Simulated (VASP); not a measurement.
A run of VASP 6.6.1 is set up as follows.

Contents of INCAR:

```
SYSTEM = Al5InAs6
  PREC = Accurate
  ENCUT = 520
  EDIFF = 1E-6
  ISMEAR = 0
  SIGMA = 0.1
  LREAL = .False.
  LASPH = .True.
  NELM = 100
  ALGO = Normal
  ISIF = 2
  LWAVE = .False.
  LCHARG = .False.
  GGA = PE
  NBANDS = 41
```

File KPOINTS:

```
regular mesh
0
Gamma
  3 3 3
  0 0 0
```

Contents of POSCAR:

```
Al5InAs6
1.0
   -3.5425909721      6.1355330388      0.0014947994
   -7.0847921783      0.0002058255      0.0002332222
   -3.5426878385      2.0467626897      6.7256695218
Al In As
5 1 6
Direct
    0.1665307285      0.8376963364      0.4998097627
    0.8377921498      0.4958180973      0.4998697976
    0.4959231842      0.1664493531      0.4998482558
    0.9984054106      0.9984483802      0.0048404158
    0.3358327097      0.3358838206      0.9924971569
    0.6667148208      0.6666965693      0.0000068166
    0.2727355521      0.9768987907      0.1304092536
    0.9767892188      0.6200667797      0.1304494659
    0.6199372879      0.2728195851      0.1304307262
    0.1223933448      0.1223388225      0.6327643502
    0.7976156181      0.7975899670      0.6070815482
    0.4603289747      0.4602924980      0.6189954505
```

Potentials or basis: VASP PAW PBE potentials, release 64 (Al, In_d, As).

Launch:

```bash
$ cat potpaw_PBE.64/Al/POTCAR potpaw_PBE.64/In_d/POTCAR potpaw_PBE.64/As/POTCAR > POTCAR
$ mpirun -np 1 vasp_std > vasp.out
```

(1) Predict the pressure.

(2) Estimate the largest force.

## Answers

(1) 0.1 GPa.

(2) 0.005 eV/Å.
